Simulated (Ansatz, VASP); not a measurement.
Two plane-wave programs on H

```
CELL_PARAMETERS angstrom
9.00000 0.00000 0.00000
0.00000 9.50000 0.00000
0.00000 0.00000 10.00000
ATOMIC_POSITIONS crystal
H 0.50000 0.50000 0.46293
H 0.50000 0.50000 0.53707
```

Alike in both runs: functional r2SCAN; k mesh 1 × 1 × 1; occupations gaussian, width 0.05 eV; no spin polarisation.

Ansatz relaxed the structure, and its values are those at the end. VASP's run is a single point on that final structure, the one shown.

|  | VASP | Ansatz |
| --- | --- | --- |
| version | VASP 6.6.1 | Ansatz 0.2.0 |
| potentials or method | VASP PAW PBE potentials, release 64 (H), cutoff 520 eV | plane waves, PAW |
| valence electrons in the cell | 2 | 2 |

|  | VASP | Ansatz | Ansatz less VASP |
| --- | --- | --- | --- |
| rms of the force components (eV/Å) | 0.008 | 0.004 | -0.0043 |

VASP's potentials were made for PBE, not for r2SCAN. Ansatz's warnings: stress scf threshold loose.
